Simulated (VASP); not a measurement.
WC, 2 atoms in the cell. Symmetry: R-3m, No. 166, trigonal system. Conventional cell: a = 3.116 Å, b = 3.116 Å, c = 7.520 Å, α = 90.00°, β = 90.00°, γ = 120.00°. W (site symmetry -3m) has 6 C at 2.19 Å within 2.9 Å. Within 2.9 Å of C (site symmetry -3m) lie 6 W at 2.19 Å. 

```yaml
Program: VASP 6.6.1
Task: single point
Functional: r2SCAN
Potentials_or_basis: VASP PAW PBE potentials, release 64 (W_sv, C)
Cutoff: 520 eV
k_mesh: 14 × 14 × 14
Occupations: fermi-dirac, width 0.1 eV
Spin: no spin polarisation
Dipole_correction: no
Further_INCAR_settings: ALGO = Normal; EDIFF = 1e-06; NBANDS = 16
```

Potentials or basis: VASP PAW PBE potentials, release 64 (W_sv, C).

Launch:

```sh
$ cat potpaw_PBE.64/W_sv/POTCAR potpaw_PBE.64/C/POTCAR > POTCAR
$ cp INCAR.step1 INCAR
$ mpirun -np 1 vasp_std > vasp.out
$ cp INCAR.step2 INCAR
$ mpirun -np 1 vasp_std > vasp.out
```

Hardware: 1 thread of Intel(R) Xeon(R) Platinum 8259CL CPU @ 2.50GHz (Skylake/Cascade Lake), with other jobs on the host.

Problem. Estimate the wall time of this run.

Solution. Wall time 3.2 min on 1 thread of Intel(R) Xeon(R) Platinum 8259CL CPU @ 2.50GHz (Skylake/Cascade Lake), on a shared host, peak memory 0.22 GiB. Counts: k points 288.
